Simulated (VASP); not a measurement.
# W (Fm-3m) in VASP: settings compared, part 2 of 2

VASP 6.6.1. Earlier steps stand in the parts before.

## (6) Single point, LDA

Contents of INCAR:

```
  ALGO = Normal
  EDIFF = 1E-7
  ENCUT = 520
  ISIF = 2
  ISMEAR = -1
  LASPH = True
  LCHARG = False
  LREAL = False
  LWAVE = False
  NBANDS = 13
  NELM = 60
  PREC = Accurate
  SIGMA = 0.05
```

Contents of KPOINTS:

```
k-points
0
Gamma
  11 11 11
```

Contents of POSCAR:

```
W
1.0
    0.0000000000      2.0300000000      2.0300000000
    2.0300000000      0.0000000000      2.0300000000
    2.0300000000      2.0300000000      0.0000000000
W
1
Direct
    0.0000000000      0.0000000000      0.0000000000
```

Potentials or basis: VASP PAW LDA potentials, release 64 (W_sv).

Started as:

```
cat potpaw_LDA.64/W_sv/POTCAR > POTCAR
mpirun -np 1 vasp_std > vasp.out
```

OUTCAR:

```text
EDIFF = 1E-7
   ENCUT = 520
   ISIF = 2
   ISMEAR = -1
   LASPH = True
   LREAL = False
   NELM = 60
   PREC = Accurate

 ion  position               nearest neighbor table
   1  0.000  0.000  0.000-

  LATTYP: Found a face centered cubic cell.
 ALAT       =     4.0600000000

  Lattice vectors:

 A1 = (   0.0000000000,   2.0300000000,   2.0300000000)
 A2 = (   2.0300000000,   0.0000000000,   2.0300000000)
 A3 = (   2.0300000000,   2.0300000000,   0.0000000000)

Analysis of symmetry for initial positions (statically):
=====================================================================
 Subroutine PRICEL returns:
 Original cell was already a primitive cell.

 Routine SETGRP: Setting up the symmetry group for a
 face centered cubic supercell.

 Subroutine GETGRP returns: Found 48 space group operations
 (whereof 48 operations were pure point group operations)
 out of a pool of 48 trial point group operations.

The static configuration has the point symmetry O_h .

Analysis of symmetry for dynamics (positions and initial velocities):
[... 161 lines left out ...]
 fundamental gap:      0.0708941984
 Fermi energy:        10.0629776877

 k-point     1 :       0.0000    0.0000    0.0000
  band No.  band energies     occupation
      1     -63.1849      2.00000
      2     -27.0851      2.00000
      3     -27.0851      2.00000
      4     -27.0851      2.00000
      5       1.2860      2.00000
      6       9.5220      1.99996
      7       9.5220      1.99996
      8       9.5220      1.99996
      9      12.5222      0.00000
     10      12.5222      0.00000
     11      22.9432      0.00000
     12      27.9953      0.00000
     13      27.9953      0.00000
[... 354 lines left out ...]
  band No.  band energies     occupation
      1     -63.1183      2.00000
      2     -27.6976      2.00000
      3     -27.3431      2.00000
      4     -27.1593      2.00000
      5       4.4019      2.00000
      6       8.0539      2.00000
      7       9.4449      1.99999
      8      10.9721      0.00000
      9      11.0592      0.00000
     10      14.4446      0.00000
     11      24.2768      0.00000
     12      27.8305      0.00000
     13      28.5703      0.00000

 [... further k-points ...]
[... 5 lines left out ...]
  --------------------------------------------------------------------------------------
  -------------------------------------------------------------------------------------
  Total       -1.6931409     -1.6931409     -1.6931409     -0.0000000     -0.0000000      0.0000000
  in kB     -162.1382891   -162.1382891   -162.1382891     -0.0000000     -0.0000000      0.0000000
  external PRESSURE =    -162.1382891 kB  Pullay stress =       0.0000000 kB

 VOLUME and BASIS-vectors are now :
 -----------------------------------------------------------------------------
  energy-cutoff  :      520.00
  volume of cell :       16.73
      direct lattice vectors                 reciprocal lattice vectors
     0.000000000  2.030000000  2.030000000    -0.246305419  0.246305419  0.246305419
     2.030000000  0.000000000  2.030000000     0.246305419 -0.246305419  0.246305419
     2.030000000  2.030000000  0.000000000     0.246305419  0.246305419 -0.246305419

 POSITION                                       TOTAL-FORCE (eV/Angst)
 -----------------------------------------------------------------------------------
      0.00000      0.00000      0.00000        -0.000000      0.000000     -0.000000
 -----------------------------------------------------------------------------------
    total drift:                               -0.000000      0.000000     -0.000000

  FREE ENERGIE OF THE ION-ELECTRON SYSTEM (eV)
  ---------------------------------------------------
  free  energy   TOTEN  =       -13.5730925674 eV

  energy  without entropy=      -13.5644080155  energy(sigma->0) =      -13.56875029
```

OSZICAR:

```text
N       E                     dE             d eps       ncg     rms          rms(c)
DAV:   1     0.824598539067E+02    0.82460E+02   -0.75957E+03  1461   0.122E+03
DAV:   2    -0.127384174108E+02   -0.95198E+02   -0.91614E+02  1606   0.312E+02
DAV:   3    -0.142619655121E+02   -0.15235E+01   -0.15174E+01  1611   0.390E+01
DAV:   4    -0.142687848333E+02   -0.68193E-02   -0.68190E-02  1626   0.285E+00
DAV:   5    -0.142688526498E+02   -0.67817E-04   -0.67816E-04  1636   0.264E-01    0.185E+01
DAV:   6    -0.137095801215E+02    0.55927E+00   -0.47569E-01  1551   0.869E+00    0.688E+00
DAV:   7    -0.135793621850E+02    0.13022E+00   -0.19469E-01  1626   0.515E+00    0.512E-01
DAV:   8    -0.135730746888E+02    0.62875E-02   -0.42239E-03  1476   0.825E-01    0.161E-01
DAV:   9    -0.135730910903E+02   -0.16401E-04   -0.52374E-05  1702   0.846E-02    0.641E-02
DAV:  10    -0.135730925395E+02   -0.14491E-05   -0.39394E-06  1606   0.269E-02    0.172E-02
DAV:  11    -0.135730925674E+02   -0.27969E-07   -0.15419E-07  1501   0.392E-03
   1 F= -.13573093E+02 E0= -.13568750E+02  d E =-.868455E-02
```

stdout:

```text
POSCAR found type information on POSCAR W
 POSCAR found :  1 types and       1 ions
 scaLAPACK will be used
 LDA part: xc-table for (Slater(with rela. corr.)+CA(PZ))
 , standard interpolation
 POSCAR, INCAR and KPOINTS ok, starting setup
 FFT: planning ... GRIDC
 FFT: planning ... GRID_SOFT
 FFT: planning ... GRID
 WAVECAR not read
 entering main loop
```

Run time: 12 s. Hardware: 1 thread of Intel Xeon 8259CL, shared host; peak memory 0.13 GiB.

Results:

```
Free energy            : -13.5731 eV
Pressure               : -16.2 GPa
Band gap on the k mesh : zero (band 7 reaches 12.78 eV, above the bottom of band 8 at 9.52 eV)
```

Caveat: spin-orbit coupling is left out, which moves the levels of the heavy elements.

## (7) Overview

| level | potentials or basis | cell | k mesh | cutoff (eV) | smearing | grid for exact exchange (PRECFOCK) | gap on the mesh (eV) | pressure (GPa) |
| --- | --- | --- | --- | --- | --- | --- | --- | --- |
| PBE | VASP PAW PBE potentials, release 64 (W_sv) | a = 2.871 Å, angles 60.0°, 1 atom | 11 × 11 × 11 | 520 | gaussian 0.02 eV | - | none | -4.6 |
| PBE0 | VASP PAW PBE potentials, release 64 (W_sv) | a = 2.927 Å, angles 60.0°, 1 atom | 6 × 6 × 6 | 520 | fermi-dirac 0.05 eV | Normal | none | -24.1 |
| LDA | VASP PAW LDA potentials, release 64 (W_sv) | a = 2.871 Å, angles 60.0°, 1 atom | 11 × 11 × 11 | 500 | tetrahedron | - | none | -16.4 |
| PBEsol | VASP PAW PBE potentials, release 64 (W_sv) | a = 2.828 Å, angles 60.0°, 1 atom | 11 × 11 × 11 | 520 | fermi-dirac 0.05 eV | - | none | 0.6 |
| LDA | VASP PAW LDA potentials, release 64 (W_sv) | a = 2.871 Å, angles 60.0°, 1 atom | 11 × 11 × 11 | 520 | fermi-dirac 0.05 eV | - | none | -16.2 |

Alike in all rows: task single point; no spin polarisation.

Caveats: some runs use coarse meshes; spin-orbit coupling is left out, which moves the levels of the heavy elements; the PAW data sets were made with another functional, which shifts forces and pressure a little (some runs).

Absolute energies hang on the potentials; compare differences alone.
